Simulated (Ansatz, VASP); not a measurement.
## One calculation of Ti, two programs

INCAR

```
SYSTEM = Ti
ALGO = Normal ; DIPOL = 0.5 0.5 0.306
EDIFF = 1E-6 ; ENCUT = 520
GGA = PE ; IDIPOL = 3
ISIF = 2 ; ISMEAR = 0
LASPH = .True. ; LCHARG = .False.
LDIPOL = .True. ; LREAL = .False.
LWAVE = .False. ; NBANDS = 25
NELM = 60 ; PREC = Accurate
SIGMA = 0.1
```

File KPOINTS:

```
k-points
0
Gamma
  9 9 1
  0 0 0
```

The input POSCAR:

```
Ti
1.0
    2.9075446938      0.0000000000      0.0000000000
    0.0000000000      2.9075446938      0.0000000000
    0.0000000000      0.0000000000     19.3059826608
Ti
3
Direct
    0.5000000000      0.5000000000      0.2071896609
    0.0000000000      0.0000000000      0.3057583584
    0.5000000000      0.5000000000      0.4043297250
```

Input for Ansatz:

```yaml
crystal:
  lattice:
    - [2.9075446938, 0.0, 0.0]
    - [0.0, 2.9075446938, 0.0]
    - [0.0, 0.0, 19.3059826608]
  atoms:
    - { symbol: Ti, position: [0.5, 0.5, 0.2071896609] }
    - { symbol: Ti, position: [0.0, 0.0, 0.3057583584] }
    - { symbol: Ti, position: [0.5, 0.5, 0.404329725] }
basis:
  ecutwfc: 420
kpoints:
  mp_grid: { grid: [9, 9, 1] }
hamiltonian:
  xc: pbe
  pseudopotentials: { kind: paw, azcp: { folder: soft_1 } }
scf:
  occupations: { method: gaussian, width: 0.1 }
output:
  forces: true
  eigenvalues: true
efield:
  axis: 3
  dipole_correction: true
  ramp_width: 0.04
```

Alike in both runs: task single point; functional PBE; k mesh 9 × 9 × 1; occupations gaussian, width 0.1 eV; no spin polarisation.

|  | VASP | Ansatz |
| --- | --- | --- |
| version | VASP 6.6.1 | Ansatz 0.2.0 |
| potentials or method | VASP PAW PBE potentials, release 64 (Ti_sv), cutoff 520 eV | scalar-relativistic, plane waves, PAW |
| valence electrons in the cell | 36 | 36 |

```tsv
	VASP	Ansatz	Ansatz less VASP
gap on the k mesh at the Fermi level (eV)	none	none	-
rms of the force components (eV/Å)	0.007	0.000	-0.0066
```

Atom by atom the forces differ by 0.007 eV/Å (rms over components). A gap of «none» marks a metal or a gap that the smearing closes. Ansatz's warnings: vacuum below fermi.
